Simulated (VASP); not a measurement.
**VH2: single point with LDA**

The system is VH2.

```
V H
1.0
     0.00000    2.13550    2.13550
     2.13550    0.00000    2.13550
     2.13550    2.13550    0.00000
V H
1 2
Direct
  0.94375 0.01875 0.01875
  0.30625 0.23125 0.23125
  0.75000 0.75000 0.75000
```

This cell differs from its parent crystal: shortest bond scaled by 0.85.

```
Program                : VASP 6.6.1
Task                   : single point
Functional             : LDA
Potentials or basis    : VASP PAW LDA potentials, release 64 (V_sv, H)
Cutoff                 : 520 eV
k mesh                 : 11 × 11 × 11
Occupations            : fermi-dirac, width 0.05 eV
Spin                   : collinear spin, ferromagnetic start
Starting moments       : [1.5, 0.0, 0.0] μB
Dipole correction      : no
Further INCAR settings : ALGO = Normal; EDIFF = 1e-06; NBANDS = 18
```

| Property | Result |
| --- | --- |
| Pressure | -10.9 GPa |
| Largest force | 2.834 eV/Å |
| Net moment | 0.00 μB per cell |
| Valence electrons inside the program's atomic spheres | V 11.65; H 0.60, 0.59 |

Forces on the atoms (eV/Å):
```
V   -1.636  1.636  1.636
H    1.433 -1.433 -1.433
H    0.204 -0.204 -0.204
```

Stress tensor (GPa, compression positive):
```
-10.91  -6.30  -6.30
 -6.30 -10.91   6.30
 -6.30   6.30 -10.91
```

Levels at points of the mesh, in eV from the Fermi level:
Spin up:
```
           k point  band 6  band 7  band 8  band 9  band 10  band 11
(0.00, 0.00, 0.00)   -1.92   -0.89   -0.89    0.73     0.73     2.62
```
Spin down:
| k point | band 4 | band 5 | band 6 | band 7 | band 8 | band 9 | band 10 | band 11 | band 12 | band 13 |
| --- | --- | --- | --- | --- | --- | --- | --- | --- | --- | --- |
| (0.00, 0.00, 0.00) | -37.86 | -11.11 | -1.92 | -0.89 | -0.89 | 0.73 | 0.73 | 2.62 | 15.70 | 17.02 |

Wall time 26 s on 1 thread of Intel(R) Xeon(R) 6975P-C (Granite Rapids) (shared host), peak memory 0.19 GiB.

Caveat: the cell differs from its parent crystal (shortest bond scaled by 0.85); forces of over 1 eV/Å act on the atoms, so gaps and moduli don't describe the material at rest.
